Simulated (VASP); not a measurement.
Here is a VASP 6.6.1 calculation.

Contents of INCAR:

```
PREC = Accurate
ENCUT = 520
EDIFF = 1E-8
ISMEAR = -1
SIGMA = 0.02
LREAL = False
LASPH = True
NELM = 60
ALGO = Normal
ISIF = 2
LWAVE = False
LCHARG = False
GGA = PE
LEFG = True
NBANDS = 60
```

File KPOINTS:

```
regular mesh
0
Gamma
  5 4 4
```

Contents of POSCAR:

```
TiO2
1.0
    4.5318000000      0.0000000000      0.0000000000
    0.0000000000      5.5019000000      0.0000000000
    0.0000000000      0.0000000000      4.9063000000
Ti O
4 8
Direct
    0.0000000000      0.1704000000      0.2500000000
    0.5000000000      0.3296000000      0.7500000000
    0.0000000000      0.8296000000      0.7500000000
    0.5000000000      0.6704000000      0.2500000000
    0.2716000000      0.3814000000      0.4142000000
    0.2284000000      0.1186000000      0.9142000000
    0.7716000000      0.1186000000      0.5858000000
    0.7284000000      0.3814000000      0.0858000000
    0.7284000000      0.6186000000      0.5858000000
    0.7716000000      0.8814000000      0.0858000000
    0.2284000000      0.8814000000      0.4142000000
    0.2716000000      0.6186000000      0.9142000000
```

Potentials or basis: VASP PAW PBE potentials, release 64 (Ti_sv, O).

Command:

```bash
$ cat potpaw_PBE.64/Ti_sv/POTCAR potpaw_PBE.64/O/POTCAR > POTCAR
$ mpirun -np 1 vasp_std > vasp.out
```

Problem. Estimate the pressure.

Solution. 6.4 GPa.

Problem. Predict the band gap on the k mesh.

Solution. 2.55 eV (least direct gap 2.64 eV).

Problem. What does it give for the largest force?

Solution. 0.199 eV/Å.

Stress tensor (GPa, compression positive):
```
6.39 0.00 0.00
0.00 7.09 0.00
0.00 0.00 5.81
```

Caveat: the cell stands under pressure; without QUAD_EFG the Cq values of the log hold for a quadrupole moment of 1 mb, not for the nuclei; an odd mesh through Γ misses points on the zone boundary, where band edges can lie.
